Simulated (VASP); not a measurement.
Write the native input for VASP 6.6.1 that does the following.

```yaml
Task: single point
Functional: LDA
Potentials_or_basis: VASP PAW LDA potentials, release 64 (Al, Ga_d, N)
Cutoff: 520 eV
k_mesh: 8 × 8 × 6
Occupations: gaussian, width 0.05 eV
Spin: no spin polarisation
Dipole_correction: no
Further_INCAR_settings: ALGO = Normal; EDIFF = 1e-06; NBANDS = 21
```

The structure of AlGaN2 lies in POSCAR:

```
AlGaN2
1.0
    3.1961705755      0.0000000000      0.0000000000
    0.0000000000      3.1961705755      0.0000000000
    0.0000000000      0.0000000000      4.4978680877
Al Ga N
1 1 2
Direct
    0.5000000000      0.5000000000      0.5000000000
    0.0000000000      0.0000000000      0.0000000000
    0.5000000000      0.0000000000      0.7400738390
    0.0000000000      0.5000000000      0.2599261610
```

This cell differs from its parent crystal: volume 11.487 Å^3 an atom, c/a of the conventional cell 1.4073.

These files were run (other wordings do the same):

INCAR

```
PREC = Accurate
ENCUT = 520
EDIFF = 1E-6
ISMEAR = 0
SIGMA = 0.05
LREAL = F
LASPH = T
NELM = 60
ALGO = Normal
ISIF = 2
LWAVE = F
LCHARG = F
GGA = CA
NBANDS = 21
```

KPOINTS

```
regular mesh
0
Gamma
  8 8 6
```

Potentials or basis: VASP PAW LDA potentials, release 64 (Al, Ga_d, N).

The run is started by

```sh
$ cat potpaw_LDA.64/Al/POTCAR potpaw_LDA.64/Ga_d/POTCAR potpaw_LDA.64/N/POTCAR > POTCAR
$ mpirun -np 1 vasp_std > vasp.out
```

It gave:

| Item | Value |
| --- | --- |
| Pressure | -12.9 GPa |
| Largest force | 0.020 eV/Å |
| Band gap on the k mesh | 2.50 eV, direct |

It took 26 s on 1 thread of Intel Xeon 6975P-C, on a shared host, peak memory 0.18 GiB.
